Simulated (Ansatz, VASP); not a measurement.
**Two plane-wave programs on Ge**

```xyz
8
Lattice="0.0000 6.4519 6.4519 6.4519 0.0000 6.4519 6.4519 6.4519 0.0000" Properties=species:S:1:pos:R:3 pbc="T T T"
Ge    7.3756    5.5281    5.5281
Ge    8.7540    8.7540    8.7540
Ge   10.6016   10.6016    8.7540
Ge   10.6016    8.7540   10.6016
Ge    5.5281    7.3756    5.5281
Ge    7.3756    7.3756    7.3756
Ge    5.5281    5.5281    7.3756
Ge    8.7540   10.6016   10.6016
```

Alike in both runs: functional PBE; k mesh 6 × 6 × 6; occupations gaussian, width 0.1 eV; no spin polarisation.

Ansatz relaxed the structure, and its values are those at the end. VASP's run is a single point on that final structure, the one shown.

|  | VASP | Ansatz |
| --- | --- | --- |
| version | VASP 6.6.1 | Ansatz 0.2.0 |
| potentials or method | VASP PAW PBE potentials, release 64 (Ge_d), cutoff 520 eV | scalar-relativistic, plane waves, PAW |
| valence electrons in the cell | 112 | 112 |

|  | VASP | Ansatz | Ansatz less VASP |
| --- | --- | --- | --- |
| gap on the k mesh at the Fermi level (eV) | none | none | - |
| pressure (GPa) | 0.0 | 0.0 | +0.01 |

A gap of «none» marks a metal or a gap that the smearing closes. The functional is the same, so the differences come from potentials, cutoffs and numerics. Ansatz's warnings: xc potential rough in thin density.
